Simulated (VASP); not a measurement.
# SnTe3As: single point with PBE

The system is SnTe3As.

```
Sn Te As
1.0
     5.55684    0.00000    0.00000
     0.00000    5.55684    0.00000
     0.00000    0.00000    5.98688
Sn Te As
1 3 1
Direct
  0.00000 0.00000 0.50000
  0.50000 0.50000 0.50000
  0.00000 0.50000 0.50000
  0.50000 0.00000 0.50000
  0.00000 0.00000 0.00000
```

The cell was built from a structure type or drawn by symmetry, and may not be a known phase.

```
Program             : VASP 6.6.1
Task                : single point
Functional          : PBE
Potentials or basis : VASP PAW PBE potentials, release 64 (Sn_d, Te, As)
Cutoff              : 520 eV
k mesh              : 4 × 4 × 4
Occupations         : gaussian, width 0.1 eV
Spin                : no spin polarisation
```

The pressure is 8.6 GPa. The band gap on the k mesh is zero (an odd number of electrons rules out a gap without spin polarisation).

Stress tensor (GPa, compression positive):
```
15.09  0.00  0.00
 0.00 15.09  0.00
 0.00  0.00 -4.30
```

Levels at points of the mesh, in eV from the Fermi level:
```
           k point  band 17  band 18  band 19  band 20  band 21  band 22
(0.00, 0.00, 0.00)    -1.29     0.11     0.11     1.14     2.93     3.42
(0.50, 0.00, 0.00)    -0.85    -0.37    -0.05     0.15     2.01     3.08
(0.50, 0.50, 0.00)    -1.00    -1.00    -0.49    -0.49    -0.09     1.69
(0.00, 0.00, 0.50)    -0.35    -0.35     0.03     0.62     2.89     2.99
(0.50, 0.00, 0.50)    -0.57    -0.27     0.12     0.70     1.86     2.55
(0.50, 0.50, 0.50)    -0.92    -0.47    -0.08     0.57     0.57     0.89
```

Wall time 2.7 min on 1 thread of Intel Xeon 8259CL, with other jobs on the host, peak memory 0.33 GiB.

Caveat: the cell stands under pressure; spin-orbit coupling is left out, which moves the levels of the heavy elements.
